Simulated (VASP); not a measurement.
# Si (Fd-3m) in VASP: single point with LDA

Aim: the single point of Si with LDA.

All numbers are computed with VASP 6.6.1; they aren't measurements. Logs are shortened: lines on timing, memory, paths and dates and some standing lists are left out, and cuts for length are marked.

### Step 1. The cell of the first run

It takes space group Fd-3m (No. 227, cubic). The conventional cell has a = 5.402 Å, b = 5.402 Å, c = 5.402 Å, α = 90.00°, β = 90.00°, γ = 90.00°. Within 3.1 Å of Si (site symmetry -43m) lie 4 Si at 2.34 Å.

### Step 2. Single point, LDA

Input file INCAR:

```
PREC = Accurate ; ENCUT = 520
EDIFF = 1E-7 ; ISMEAR = 0
SIGMA = 0.01 ; LREAL = F
LASPH = T ; NELM = 60
ALGO = Normal ; ISIF = 2
LWAVE = F ; LCHARG = F
NBANDS = 26
```

Input file KPOINTS:

```
Automatic mesh
0
Gamma
  6 6 6
```

Input file POSCAR:

```
Si
1.0
    5.4019924197      0.0000000000      0.0000000000
    0.0000000000      5.4019924197      0.0000000000
    0.0000000000      0.0000000000      5.4019924197
Si
8
Direct
    0.0000000000      0.0000000000      0.0000000000
    0.0000000000      0.5000000000      0.5000000000
    0.5000000000      0.0000000000      0.5000000000
    0.5000000000      0.5000000000      0.0000000000
    0.2500000000      0.2500000000      0.2500000000
    0.2500000000      0.7500000000      0.7500000000
    0.7500000000      0.2500000000      0.7500000000
    0.7500000000      0.7500000000      0.2500000000
```

Potentials or basis: VASP PAW LDA potentials, release 64 (Si).

The run is started by

```
$ cat potpaw_LDA.64/Si/POTCAR > POTCAR
$ mpirun -np 1 vasp_std > vasp.out
```

OUTCAR:

```text
PREC = Accurate
   ENCUT = 520
   EDIFF = 1E-7
   ISMEAR = 0
   LREAL = F
   LASPH = T
   NELM = 60
   ISIF = 2

 ion  position               nearest neighbor table
   1  0.000  0.000  0.000-   5 2.34   6 2.34   7 2.34   8 2.34
   2  0.000  0.500  0.500-   5 2.34   6 2.34   7 2.34   8 2.34
   3  0.500  0.000  0.500-   5 2.34   6 2.34   7 2.34   8 2.34
   4  0.500  0.500  0.000-   5 2.34   6 2.34   7 2.34   8 2.34
   5  0.250  0.250  0.250-   1 2.34   2 2.34   3 2.34   4 2.34
   6  0.250  0.750  0.750-   1 2.34   2 2.34   3 2.34   4 2.34
   7  0.750  0.250  0.750-   1 2.34   2 2.34   3 2.34   4 2.34
   8  0.750  0.750  0.250-   1 2.34   2 2.34   3 2.34   4 2.34

  LATTYP: Found a simple cubic cell.
 ALAT       =     5.4019924197

  Lattice vectors:

 A1 = (   5.4019924197,   0.0000000000,   0.0000000000)
 A2 = (   0.0000000000,   5.4019924197,   0.0000000000)
 A3 = (   0.0000000000,   0.0000000000,   5.4019924197)

Analysis of symmetry for initial positions (statically):
=====================================================================
 Subroutine PRICEL returns following result:

  LATTYP: Found a face centered cubic cell.
 ALAT       =     5.4019924197

  Lattice vectors:

 A1 = (   2.7009962098,  -2.7009962098,   0.0000000000)
 A2 = (   2.7009962098,   0.0000000000,   2.7009962098)
 A3 = (   0.0000000000,  -2.7009962098,   2.7009962099)

   4 primitive cells build up your supercell.

 Routine SETGRP: Setting up the symmetry group for a
 simple cubic supercell.

 Subroutine GETGRP returns: Found 48 space group operations
 (whereof 24 operations were pure point group operations)
 out of a pool of 48 trial point group operations.

The static configuration has the point symmetry T_d .
 The point group associated with its full space group is O_h .

Analysis of symmetry for dynamics (positions and initial velocities):
=====================================================================
 Subroutine PRICEL returns following result:

  LATTYP: Found a face centered cubic cell.
 ALAT       =     5.4019924197

  Lattice vectors:

 A1 = (   2.7009962098,  -2.7009962098,   0.0000000000)
 A2 = (   2.7009962098,   0.0000000000,   2.7009962098)
 A3 = (   0.0000000000,  -2.7009962098,   2.7009962099)

   4 primitive cells build up your supercell.

 Routine SETGRP: Setting up the symmetry group for a
 simple cubic supercell.

 Subroutine GETGRP returns: Found 48 space group operations
 (whereof 24 operations were pure point group operations)
 out of a pool of 48 trial point group operations.

The dynamic configuration has the point symmetry T_d .
 The point group associated with its full space group is O_h .

 Subroutine INISYM returns: Found 48 space group operations
 (whereof 24 operations are pure point group operations),
 and found     4 'primitive' translations

----------------------------------------------------------------------------------------

                                     Primitive cell

  volume of cell :      39.4096

  direct lattice vectors                    reciprocal lattice vectors
     2.700996210 -2.700996210  0.000000000     0.185116883 -0.185116883 -0.185116883
     2.700996210  0.000000000  2.700996210     0.185116883  0.185116883  0.185116883
     0.000000000 -2.700996210  2.700996210    -0.185116883 -0.185116883  0.185116883

  length of vectors
     3.819785472  3.819785472  3.819785472     0.320631847  0.320631847  0.320631847

  position of ions in fractional coordinates (direct lattice)
     0.000000000  0.000000000  0.000000000
     0.750000000  0.750000000  0.750000000

  ion indices of the primitive-cell ions
   primitive index   ion index
                 1           1
                 2           5

----------------------------------------------------------------------------------------

 KPOINTS: Automatic mesh

Automatic generation of k-mesh.
 Grid dimensions read from file:
 generate k-points for:    6    6    6

 Generating k-lattice:

  Cartesian coordinates                     Fractional coordinates (reciprocal lattice)
     0.030852814  0.000000000  0.000000000     0.166666667  0.000000000  0.000000000
     0.000000000  0.030852814  0.000000000     0.000000000  0.166666667  0.000000000
     0.000000000  0.000000000  0.030852814     0.000000000  0.000000000  0.166666667

  Length of vectors
     0.030852814  0.030852814  0.030852814

  Shift w.r.t. Gamma in fractional coordinates (k-lattice)
     0.000000000  0.000000000  0.000000000

 Subroutine IBZKPT returns following result:
 ===========================================

 Found     20 irreducible k-points:

 Following reciprocal coordinates:
            Coordinates               Weight
  0.000000  0.000000  0.000000      1.000000
  0.166667  0.000000  0.000000      6.000000
  0.333333  0.000000  0.000000      6.000000
  0.500000  0.000000  0.000000      3.000000
  0.166667  0.166667  0.000000     12.000000
  0.333333  0.166667  0.000000     24.000000
[... 12 lines left out ...]
  0.500000  0.500000  0.333333      6.000000
  0.500000  0.500000  0.500000      1.000000
   k-points           NKPTS =     20   k-points in BZ     NKDIM =     20   number of bands    NBANDS=     26
   number of dos      NEDOS =    301   number of ions     NIONS =      8
   total plane-waves  NPLWV =  64000
   dimension x,y,z NGX =    40 NGY =   40 NGZ =   40
   dimension x,y,z NGXF=    80 NGYF=   80 NGZF=   80
   ions per type =               8
   NGX,Y,Z   is equivalent  to a cutoff of  12.31, 12.31, 12.31 a.u.
   NGXF,Y,Z  is equivalent  to a cutoff of  24.62, 24.62, 24.62 a.u.
 SYSTEM =  unknown system
   PREC   = accura    normal or accurate (medium, high low for compatibility)
   ISTART =      0    job   : 0-new  1-cont  2-samecut
   ICHARG =      2    charge: 1-file 2-atom 10-const
   ISPIN  =      1    spin polarized calculation?
   LNONCOLLINEAR =      F non collinear calculations
   LSORBIT =      F    spin-orbit coupling
   LASPH  =      T    aspherical Exc in radial PAW
   ENCUT  =  520.0 eV  38.22 Ry    6.18 a.u.  10.04 10.04 10.04*2*pi/ulx,y,z
   NELM   =     60;   NELMIN=  2; NELMDL= -5     # of ELM steps
   EDIFF  = 0.1E-06   stopping-criterion for ELM
   LREAL  =      F    real-space projection
   EDIFFG = 0.1E-05   stopping-criterion for IOM
   NSW    =      0    number of steps for IOM
   IBRION =     -1    ionic relax: 0-MD 1-quasi-New 2-CG
   NFREE  =      0    steps in history (QN), initial steepest desc. (CG)
   ISIF   =      2    stress and relaxation
   ISYM   =      2    0-nonsym 1-usesym 2-fastsym
   POTIM  = 0.5000    time-step for ionic-motion
   TEBEG  =    0.0;   TEEND  =   0.0 temperature during run
   PSTRESS=    0.0 pullay stress
   NELECT =      32.0000    total number of electrons
   NUPDOWN=      -1.0000    fix difference up-down
   EMIN   =  10.00;   EMAX   =-10.00  energy-range for DOS
   EFERMI =   0.00;   METHOD = LEGACY
   ISMEAR =     0;   SIGMA  =   0.01  broadening in eV -4-tet -1-fermi 0-gaus
   EFERMI_NEDOS =   21; number of points for ismear=-14 and -15
   IALGO  =     38    algorithm
   IMIX   =      4    mixing-type and parameters
     AMIX     =   0.40;   BMIX     =  1.00
     AMIX_MAG =   1.60;   BMIX_MAG =  1.00
  volume/ion in A,a.u.               =      19.70       132.97
  Fermi-wavevector in a.u.,A,eV,Ry     =   0.962138  1.818178 12.595052  0.925710
  Thomas-Fermi vector in A             =   2.091571
   LORBIT       =      0    0 simple, 1 ext, 2 COOP (PROOUT), +10 PAW based schemes
   GGA     = CA    functional components
   LHFCALC =     F    Hartree Fock is set to
   AEXX    =    0.0000 exact exchange contribution
   IVDW    =     0    specifies the selected vdW correction
   LEPSILON=     F    determine dielectric tensor
   LRPA    =     F    only Hartree local field effects (RPA)
 non-spin polarized calculation
 Gauss-broadening in eV      SIGMA  =   0.01
  energy-cutoff  :      520.00
  volume of cell :      157.64
 maximum number of plane-waves:      4272
   NGX = 21   NGY = 21   NGZ = 21

 number of electron      32.0000008 magnetization

 Free energy of the ion-electron system (eV)
  ---------------------------------------------------
  ext. energy  EPLUGINS =         0.00000000
  ---------------------------------------------------
  free energy    TOTEN  =       -47.67870255 eV

  energy without entropy =      -47.67870255  energy(sigma->0) =      -47.67870255

 E-fermi :   5.9853     XC(G=0):  -9.6656

 val. band max:        5.9329518160   @ k =   0.0000   0.0000   0.0000
 cond. band min:       6.3750163961   @ k =   0.1667   0.0000   0.0000
 fundamental gap:      0.4420645801
 Fermi energy:         5.9852742382

 k-point     1 :       0.0000    0.0000    0.0000
  band No.  band energies     occupation
      1      -6.1334      2.00000
      2      -1.9320      2.00000
      3      -1.9320      2.00000
      4      -1.9320      2.00000
      5      -1.9320      2.00000
      6      -1.9320      2.00000
[... 18 lines left out ...]
     25       8.4639      0.00000
     26       9.3249      0.00000

 k-point     2 :       0.1667    0.0000    0.0000
  band No.  band energies     occupation
      1      -6.0102      2.00000
      2      -3.1590      2.00000
      3      -1.8916      2.00000
      4      -1.8916      2.00000
      5      -1.8916      2.00000
      6      -1.8916      2.00000
[... 18 lines left out ...]
     25       9.0533      0.00000
     26       9.9609      0.00000

 k-point     3 :       0.3333    0.0000    0.0000
  band No.  band energies     occupation
      1      -5.6426      2.00000
      2      -4.2027      2.00000
      3      -1.8044      2.00000
      4      -1.8044      2.00000
      5      -1.8044      2.00000
      6      -1.8044      2.00000
[... 18 lines left out ...]
     25      10.2675      0.00000
     26      10.2675      0.00000

 k-point     4 :       0.5000    0.0000    0.0000
  band No.  band energies     occupation
      1      -5.0364      2.00000
      2      -5.0364      2.00000
      3      -1.7571      2.00000
      4      -1.7571      2.00000
      5      -1.7571      2.00000
      6      -1.7571      2.00000
[... 18 lines left out ...]
     25      10.9144      0.00000
     26      10.9144      0.00000

 k-point     5 :       0.1667    0.1667    0.0000
  band No.  band energies     occupation
      1      -5.8881      2.00000
      2      -3.0792      2.00000
      3      -3.0792      2.00000
      4      -2.0671      2.00000
      5      -1.6677      2.00000
      6      -0.5956      2.00000
[... 18 lines left out ...]
     25       8.8595      0.00000
     26      10.7696      0.00000

 k-point     6 :       0.3333    0.1667    0.0000
  band No.  band energies     occupation
      1      -5.5237      2.00000
      2      -4.1019      2.00000
      3      -2.8585      2.00000
      4      -2.2741      2.00000
      5      -1.3646      2.00000
      6      -0.7395      2.00000
[... 311 lines left out ...]
 k-point    17 :       0.3333    0.3333    0.3333
  band No.  band energies     occupation
      1      -4.7347      2.00000
      2      -3.5976      2.00000
      3      -3.5976      2.00000
      4      -3.5976      2.00000
      5      -0.7468      2.00000
      6      -0.7468      2.00000
[... 18 lines left out ...]
     25      10.0075      0.00000
     26      10.5198      0.00000

 k-point    18 :       0.5000    0.3333    0.3333
  band No.  band energies     occupation
      1      -4.2234      2.00000
      2      -4.2234      2.00000
      3      -3.5103      2.00000
      4      -3.5103      2.00000
      5      -1.0109      2.00000
      6      -1.0109      2.00000
[... 18 lines left out ...]
     25       9.7855      0.00000
     26       9.7855      0.00000

 k-point    19 :       0.5000    0.5000    0.3333
  band No.  band energies     occupation
      1      -3.8431      2.00000
      2      -3.8431      2.00000
      3      -3.8431      2.00000
      4      -3.8431      2.00000
      5      -0.8411      2.00000
      6      -0.8411      2.00000
[... 18 lines left out ...]
     25       9.4664      0.00000
     26       9.4664      0.00000

 k-point    20 :       0.5000    0.5000    0.5000
  band No.  band energies     occupation
      1      -3.7546      2.00000
      2      -3.7546      2.00000
      3      -3.7546      2.00000
      4      -3.7546      2.00000
      5      -1.1320      2.00000
      6      -1.1320      2.00000
[... 18 lines left out ...]
     25       9.2184      0.00000
     26       9.2184      0.00000

------------------------ aborting loop because EDIFF is reached ----------------------------------------

  FORCE on cell =-STRESS in cart. coord.  units (eV):
  Direction    XX          YY          ZZ          XY          YZ          ZX
  --------------------------------------------------------------------------------------
  -------------------------------------------------------------------------------------
  Total        0.0435724      0.0435724      0.0435724      0.0000000     -0.0000000     -0.0000000
  in kB        0.4428531      0.4428531      0.4428531      0.0000000     -0.0000000     -0.0000000
  external PRESSURE =       0.4428531 kB  Pullay stress =       0.0000000 kB

 VOLUME and BASIS-vectors are now :
 -----------------------------------------------------------------------------
  energy-cutoff  :      520.00
  volume of cell :      157.64
      direct lattice vectors                 reciprocal lattice vectors
     5.401992420  0.000000000  0.000000000     0.185116883  0.000000000  0.000000000
     0.000000000  5.401992420  0.000000000     0.000000000  0.185116883  0.000000000
     0.000000000  0.000000000  5.401992420     0.000000000  0.000000000  0.185116883

 POSITION                                       TOTAL-FORCE (eV/Angst)
 -----------------------------------------------------------------------------------
      0.00000      0.00000      0.00000         0.000000     -0.000000      0.000000
      0.00000      2.70100      2.70100         0.000000     -0.000000      0.000000
      2.70100      0.00000      2.70100         0.000000     -0.000000      0.000000
      2.70100      2.70100      0.00000        -0.000000      0.000000      0.000000
      1.35050      1.35050      1.35050        -0.000000      0.000000     -0.000000
      1.35050      4.05149      4.05149         0.000000     -0.000000     -0.000000
      4.05149      1.35050      4.05149        -0.000000      0.000000     -0.000000
      4.05149      4.05149      1.35050         0.000000      0.000000     -0.000000
 -----------------------------------------------------------------------------------
    total drift:                                0.000000     -0.000000     -0.000000

  FREE ENERGIE OF THE ION-ELECTRON SYSTEM (eV)
  ---------------------------------------------------
  free  energy   TOTEN  =       -47.6787025459 eV

  energy  without entropy=      -47.6787025459  energy(sigma->0) =      -47.67870255
```

It took 19 s on 1 thread of Intel Xeon 6975P-C (Granite Rapids), shared host; peak memory 0.21 GiB.

Results:

```yaml
Free_energy: -47.6787 eV
Pressure: 0.0 GPa
Band_gap_on_the_k_mesh: 0.44 eV
```

A k mesh can miss the band edges. LDA gaps usually lie below the measured ones, often by a third to a half.
